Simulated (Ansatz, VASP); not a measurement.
**One calculation of LiAgC2, two programs**

The input INCAR:

```
SYSTEM = LiAgC2
ALGO = Normal ; EDIFF = 1E-6
ENCUT = 520 ; GGA = PE
ISIF = 2 ; ISMEAR = 0
LASPH = .True. ; LCHARG = .False.
LREAL = .False. ; LWAVE = .False.
NBANDS = 19 ; NELM = 60
PREC = Accurate ; SIGMA = 0.02
```

Contents of KPOINTS:

```
k-points
0
Gamma
  9 9 6
  0 0 0
```

File POSCAR:

```
LiAgC2
1.0
    3.9061446398      0.0000000000      0.0000000000
   -1.9530723199      3.3828204888      0.0000000000
    0.0000000000      0.0000000000      5.3652360728
Li Ag C
1 1 2
Direct
    0.0000000000      0.0000000000      0.5000000000
    0.6666666700      0.3333333300      0.0000000000
    0.6666666700      0.3333333300      0.6562324168
    0.6666666700      0.3333333300      0.3437675832
```

Input for Ansatz:

```yaml
crystal:
  lattice:
    - [3.9061446398, 0.0, 0.0]
    - [-1.9530723199, 3.3828204888, 0.0]
    - [0.0, 0.0, 5.3652360728]
  atoms:
    - { symbol: Li, position: [0.0, 0.0, 0.5] }
    - { symbol: Ag, position: [0.66666667, 0.33333333, 0.0] }
    - { symbol: C, position: [0.66666667, 0.33333333, 0.6562324168] }
    - { symbol: C, position: [0.66666667, 0.33333333, 0.3437675832] }
basis:
  ecutwfc: 420
kpoints:
  mp_grid: { grid: [9, 9, 6] }
hamiltonian:
  xc: pbe
scf:
  occupations: { method: gaussian, width: 0.02 }
output:
  forces: true
  stress: true
  eigenvalues: true
```

Alike in both runs: task single point; functional PBE; k mesh 9 × 9 × 6; occupations gaussian, width 0.02 eV; no spin polarisation.

|  | VASP | Ansatz |
| --- | --- | --- |
| version | VASP 6.6.1 | Ansatz 0.2.0 |
| potentials or method | VASP PAW PBE potentials, release 64 (Li_sv, Ag, C), cutoff 520 eV | scalar-relativistic, plane waves, PAW |
| valence electrons in the cell | 22 | 30 |

VASP gave:

```
gap on the k mesh at the Fermi level (eV) : none
rms of the force components (eV/Å)        : 5.274
```

Problem. Which values does Ansatz return?

Solution. gap on the k mesh at the Fermi level (eV): none; rms of the force components (eV/Å): 5.285.

Atom by atom the forces differ by 0.011 eV/Å (rms over components). A gap of «none» marks a metal or a gap that the smearing closes. VASP's potentials hold 22 valence electrons a cell and Ansatz's 30, so a difference there can come from the potentials and not from the codes.

Noted on VASP's run: the cutoff is under 1.25 times that of the potentials, so the pressure is a little rough.
